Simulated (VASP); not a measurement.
# PbSe in VASP: a series of runs

PbSe is run at these levels: PBE; tasks: single point.

All numbers are computed with VASP 6.6.1; they aren't measurements. Logs are shortened: lines on timing, memory, paths and dates and some standing lists are left out, and cuts for length are marked.

### Step 1. The cell of the first run

The structure is cubic, space group Fm-3m (No. 225). Conventional cell: a = 6.177 Å, b = 6.177 Å, c = 6.177 Å, α = 90.00°, β = 90.00°, γ = 90.00°. Within 4.1 Å of Pb (site symmetry m-3m) lie 6 Se at 3.09 Å. Within 4.1 Å of Se (site symmetry m-3m) lie 6 Pb at 3.09 Å.

### Step 2. Single point, PBE

INCAR

```
SYSTEM = PbSe
  ALGO = Normal
  EDIFF = 1E-6
  ENCUT = 520
  GGA = PE
  ISIF = 2
  ISMEAR = -1
  LASPH = .TRUE.
  LCHARG = .TRUE.
  LELF = .TRUE.
  LREAL = .FALSE.
  LVHAR = .TRUE.
  LWAVE = .FALSE.
  NBANDS = 17
  NELM = 100
  PREC = Accurate
  SIGMA = 0.02
```

KPOINTS

```
k-points
0
G
  8 8 8
  0 0 0
```

POSCAR

```
PbSe
1.0
    0.0000000000      3.0887022195      3.0887022195
    3.0887022195      0.0000000000      3.0887022195
    3.0887022195      3.0887022195      0.0000000000
Pb Se
1 1
Direct
    0.0000000000      0.0000000000      0.0000000000
    0.5000000000      0.5000000000      0.5000000000
```

Potentials or basis: VASP PAW PBE potentials, release 64 (Pb_d, Se).

On the command line:

```sh
$ cat potpaw_PBE.64/Pb_d/POTCAR potpaw_PBE.64/Se/POTCAR > POTCAR
$ mpirun -np 1 vasp_std > vasp.out
```

OUTCAR:

```text
SYSTEM = PbSe
   EDIFF = 1E-6
   ENCUT = 520
   GGA = PE
   ISIF = 2
   ISMEAR = -1
   LASPH = .TRUE.
   LREAL = .FALSE.
   NELM = 100
   PREC = Accurate

 ion  position               nearest neighbor table
   1  0.000  0.000  0.000-   2 3.09   2 3.09   2 3.09   2 3.09   2 3.09   2 3.09
   2  0.500  0.500  0.500-   1 3.09   1 3.09   1 3.09   1 3.09   1 3.09   1 3.09

  LATTYP: Found a face centered cubic cell.
 ALAT       =     6.1774044390

  Lattice vectors:

 A1 = (   0.0000000000,   3.0887022195,   3.0887022195)
 A2 = (   3.0887022195,   0.0000000000,   3.0887022195)
 A3 = (   3.0887022195,   3.0887022195,   0.0000000000)

Analysis of symmetry for initial positions (statically):
=====================================================================
 Subroutine PRICEL returns:
 Original cell was already a primitive cell.

 Routine SETGRP: Setting up the symmetry group for a
 face centered cubic supercell.

 Subroutine GETGRP returns: Found 48 space group operations
 (whereof 48 operations were pure point group operations)
 out of a pool of 48 trial point group operations.

The static configuration has the point symmetry O_h .

Analysis of symmetry for dynamics (positions and initial velocities):
=====================================================================
 Subroutine PRICEL returns:
 Original cell was already a primitive cell.

 Routine SETGRP: Setting up the symmetry group for a
 face centered cubic supercell.

 Subroutine GETGRP returns: Found 48 space group operations
 (whereof 48 operations were pure point group operations)
 out of a pool of 48 trial point group operations.

The dynamic configuration has the point symmetry O_h .

 Subroutine INISYM returns: Found 48 space group operations
 (whereof 48 operations are pure point group operations),
 and found     1 'primitive' translations

----------------------------------------------------------------------------------------

                                     Primitive cell

  volume of cell :      58.9329

  direct lattice vectors                    reciprocal lattice vectors
     0.000000000  3.088702220  3.088702220    -0.161880286  0.161880286  0.161880286
     3.088702220  0.000000000  3.088702220     0.161880286 -0.161880286  0.161880286
     3.088702220  3.088702220  0.000000000     0.161880286  0.161880286 -0.161880286

  length of vectors
     4.368084569  4.368084569  4.368084569     0.280384881  0.280384881  0.280384881

  position of ions in fractional coordinates (direct lattice)
     0.000000000  0.000000000  0.000000000
     0.500000000  0.500000000  0.500000000

  ion indices of the primitive-cell ions
   primitive index   ion index
                 1           1
                 2           2

----------------------------------------------------------------------------------------

 KPOINTS: k-points

Automatic generation of k-mesh.
 Grid dimensions read from file:
 generate k-points for:    8    8    8

 Generating k-lattice:

  Cartesian coordinates                     Fractional coordinates (reciprocal lattice)
    -0.020235036  0.020235036  0.020235036     0.125000000  0.000000000  0.000000000
     0.020235036 -0.020235036  0.020235036     0.000000000  0.125000000  0.000000000
     0.020235036  0.020235036 -0.020235036     0.000000000  0.000000000  0.125000000

  Length of vectors
     0.035048110  0.035048110  0.035048110

  Shift w.r.t. Gamma in fractional coordinates (k-lattice)
     0.000000000  0.000000000  0.000000000

 Subroutine IBZKPT returns following result:
 ===========================================

 Found     29 irreducible k-points:

 Following reciprocal coordinates:
            Coordinates               Weight
  0.000000  0.000000  0.000000      1.000000
  0.125000  0.000000  0.000000      8.000000
  0.250000  0.000000  0.000000      8.000000
  0.375000  0.000000  0.000000      8.000000
  0.500000  0.000000  0.000000      4.000000
  0.125000  0.125000  0.000000      6.000000
[... 16 lines left out ...]
  0.500000  0.250000  0.125000     48.000000
 -0.375000  0.250000  0.125000     24.000000
 [... further k-points ...]
   k-points           NKPTS =     29   k-points in BZ     NKDIM =     29   number of bands    NBANDS=     17
   number of dos      NEDOS =    301   number of ions     NIONS =      2
   total plane-waves  NPLWV =  32768
   dimension x,y,z NGX =    32 NGY =   32 NGZ =   32
   dimension x,y,z NGXF=    64 NGYF=   64 NGZF=   64
   ions per type =               1   1
   NGX,Y,Z   is equivalent  to a cutoff of  12.18, 12.18, 12.18 a.u.
   NGXF,Y,Z  is equivalent  to a cutoff of  24.36, 24.36, 24.36 a.u.
 SYSTEM =  PbSe
   PREC   = accura    normal or accurate (medium, high low for compatibility)
   ISTART =      0    job   : 0-new  1-cont  2-samecut
   ICHARG =      2    charge: 1-file 2-atom 10-const
   ISPIN  =      1    spin polarized calculation?
   LNONCOLLINEAR =      F non collinear calculations
   LSORBIT =      F    spin-orbit coupling
   LASPH  =      T    aspherical Exc in radial PAW
   ENCUT  =  520.0 eV  38.22 Ry    6.18 a.u.   8.12  8.12  8.12*2*pi/ulx,y,z
   NELM   =    100;   NELMIN=  2; NELMDL= -5     # of ELM steps
   EDIFF  = 0.1E-05   stopping-criterion for ELM
   LREAL  =      F    real-space projection
   EDIFFG = 0.1E-04   stopping-criterion for IOM
   NSW    =      0    number of steps for IOM
   IBRION =     -1    ionic relax: 0-MD 1-quasi-New 2-CG
   NFREE  =      0    steps in history (QN), initial steepest desc. (CG)
   ISIF   =      2    stress and relaxation
   ISYM   =      2    0-nonsym 1-usesym 2-fastsym
   POTIM  = 0.5000    time-step for ionic-motion
   TEBEG  =    0.0;   TEEND  =   0.0 temperature during run
   PSTRESS=    0.0 pullay stress
   NELECT =      20.0000    total number of electrons
   NUPDOWN=      -1.0000    fix difference up-down
   EMIN   =  10.00;   EMAX   =-10.00  energy-range for DOS
   EFERMI =   0.00;   METHOD = LEGACY
   ISMEAR =    -1;   SIGMA  =   0.02  broadening in eV -4-tet -1-fermi 0-gaus
   EFERMI_NEDOS =   21; number of points for ismear=-14 and -15
   IALGO  =     38    algorithm
   IMIX   =      4    mixing-type and parameters
     AMIX     =   0.40;   BMIX     =  1.00
     AMIX_MAG =   1.60;   BMIX_MAG =  1.00
  volume/ion in A,a.u.               =      29.47       198.85
  Fermi-wavevector in a.u.,A,eV,Ry     =   1.141911  2.157898 17.741452  1.303960
  Thomas-Fermi vector in A             =   2.278610
   LORBIT       =      0    0 simple, 1 ext, 2 COOP (PROOUT), +10 PAW based schemes
   GGA     = PE    functional components
   LHFCALC =     F    Hartree Fock is set to
   AEXX    =    0.0000 exact exchange contribution
   IVDW    =     0    specifies the selected vdW correction
   LEPSILON=     F    determine dielectric tensor
   LRPA    =     F    only Hartree local field effects (RPA)
 non-spin polarized calculation
  energy-cutoff  :      520.00
  volume of cell :       58.93
 maximum number of plane-waves:      1604
   NGX = 17   NGY = 17   NGZ = 17

 number of electron      19.9999993 magnetization

 Free energy of the ion-electron system (eV)
  ---------------------------------------------------
  ext. energy  EPLUGINS =         0.00000000
  ---------------------------------------------------
  free energy    TOTEN  =        -8.19519957 eV

  energy without entropy =       -8.19519907  energy(sigma->0) =       -8.19519932

 E-fermi :   4.9029     XC(G=0):  -9.4044

 val. band max:        4.7131959488   @ k =   0.5000   0.0000   0.0000
 cond. band min:       5.0927003086   @ k =   0.5000   0.0000   0.0000
 fundamental gap:      0.3795043598
 Fermi energy:         4.9029476533

 k-point     1 :       0.0000    0.0000    0.0000
  band No.  band energies     occupation
      1     -12.0601      2.00000
      2     -12.0601      2.00000
      3     -12.0601      2.00000
      4     -12.0548      2.00000
      5     -12.0548      2.00000
      6      -8.6314      2.00000
[... 9 lines left out ...]
     16      11.3094      0.00000
     17      12.9625      0.00000

 k-point     2 :       0.1250    0.0000    0.0000
  band No.  band energies     occupation
      1     -12.0597      2.00000
      2     -12.0597      2.00000
      3     -12.0595      2.00000
      4     -12.0540      2.00000
      5     -12.0540      2.00000
      6      -8.5189      2.00000
[... 9 lines left out ...]
     16      11.6426      0.00000
     17      13.9674      0.00000

 k-point     3 :       0.2500    0.0000    0.0000
  band No.  band energies     occupation
      1     -12.0666      2.00000
      2     -12.0665      2.00000
      3     -12.0583      2.00000
      4     -12.0442      2.00000
      5     -12.0442      2.00000
      6      -8.2111      2.00000
[... 9 lines left out ...]
     16      12.4924      0.00000
     17      15.8148      0.00000

 k-point     4 :       0.3750    0.0000    0.0000
  band No.  band energies     occupation
      1     -12.0740      2.00000
      2     -12.0740      2.00000
      3     -12.0573      2.00000
      4     -12.0339      2.00000
      5     -12.0339      2.00000
      6      -7.8261      2.00000
[... 9 lines left out ...]
     16      13.7686      0.00000
     17      16.0829      0.00000

 k-point     5 :       0.5000    0.0000    0.0000
  band No.  band energies     occupation
      1     -12.0770      2.00000
      2     -12.0770      2.00000
      3     -12.0569      2.00000
      4     -12.0296      2.00000
      5     -12.0296      2.00000
      6      -7.6290      2.00000
[... 9 lines left out ...]
     16      14.9046      0.00000
     17      14.9046      0.00000

 k-point     6 :       0.1250    0.1250    0.0000
  band No.  band energies     occupation
      1     -12.0636      2.00000
      2     -12.0624      2.00000
      3     -12.0545      2.00000
      4     -12.0545      2.00000
      5     -12.0523      2.00000
      6      -8.4800      2.00000
[... 9 lines left out ...]
     16      12.2653      0.00000
     17      13.4168      0.00000
[... 281 lines left out ...]
 k-point    21 :       0.5000    0.5000    0.0000
  band No.  band energies     occupation
      1     -12.1645      2.00000
      2     -12.0761      2.00000
      3     -12.0377      2.00000
      4     -12.0200      2.00000
      5     -12.0200      2.00000
      6      -7.2989      2.00000
[... 9 lines left out ...]
     16      16.1774      0.00000
     17      17.3479      0.00000

 k-point    22 :       0.3750    0.2500    0.1250
  band No.  band energies     occupation
      1     -12.0890      2.00000
      2     -12.0621      2.00000
      3     -12.0579      2.00000
      4     -12.0411      2.00000
      5     -12.0365      2.00000
      6      -7.9523      2.00000
[... 9 lines left out ...]
     16      14.2013      0.00000
     17      14.7312      0.00000

 k-point    23 :       0.5000    0.2500    0.1250
  band No.  band energies     occupation
      1     -12.0997      2.00000
      2     -12.0631      2.00000
      3     -12.0559      2.00000
      4     -12.0380      2.00000
      5     -12.0312      2.00000
      6      -7.6172      2.00000
[... 9 lines left out ...]
     16      14.6533      0.00000
     17      15.7198      0.00000

 k-point    24 :      -0.3750    0.2500    0.1250
  band No.  band energies     occupation
      1     -12.1037      2.00000
      2     -12.0657      2.00000
      3     -12.0499      2.00000
      4     -12.0413      2.00000
      5     -12.0279      2.00000
      6      -7.4548      2.00000
[... 9 lines left out ...]
     16      15.5643      0.00000
     17      15.6192      0.00000

 [... further k-points ...]
[... 5 lines left out ...]
  --------------------------------------------------------------------------------------
  -------------------------------------------------------------------------------------
  Total        0.3398528      0.3398528      0.3398528      0.0000000      0.0000000     -0.0000000
  in kB        9.2393912      9.2393912      9.2393912      0.0000000      0.0000000     -0.0000000
  external PRESSURE =       9.2393912 kB  Pullay stress =       0.0000000 kB

 VOLUME and BASIS-vectors are now :
 -----------------------------------------------------------------------------
  energy-cutoff  :      520.00
  volume of cell :       58.93
      direct lattice vectors                 reciprocal lattice vectors
     0.000000000  3.088702220  3.088702220    -0.161880286  0.161880286  0.161880286
     3.088702220  0.000000000  3.088702220     0.161880286 -0.161880286  0.161880286
     3.088702220  3.088702220  0.000000000     0.161880286  0.161880286 -0.161880286

 POSITION                                       TOTAL-FORCE (eV/Angst)
 -----------------------------------------------------------------------------------
      0.00000      0.00000      0.00000         0.000000     -0.000000     -0.000000
      3.08870      3.08870      3.08870        -0.000000      0.000000      0.000000
 -----------------------------------------------------------------------------------
    total drift:                                0.000000     -0.000000     -0.000000

  FREE ENERGIE OF THE ION-ELECTRON SYSTEM (eV)
  ---------------------------------------------------
  free  energy   TOTEN  =        -8.1951995697 eV

  energy  without entropy=       -8.1951990730  energy(sigma->0) =       -8.19519932
```

It took 31 s on 1 thread of Intel Xeon 8259CL, shared host; peak memory 0.19 GiB.

Results:

| Item | Value |
| --- | --- |
| Free energy | -8.1952 eV |
| Pressure | 0.9 GPa |
| Band gap on the k mesh | 0.38 eV |

Caveat: spin-orbit coupling is left out, which moves the levels of the heavy elements. A k mesh can miss the band edges.

(Continued in part 2 of 2.)
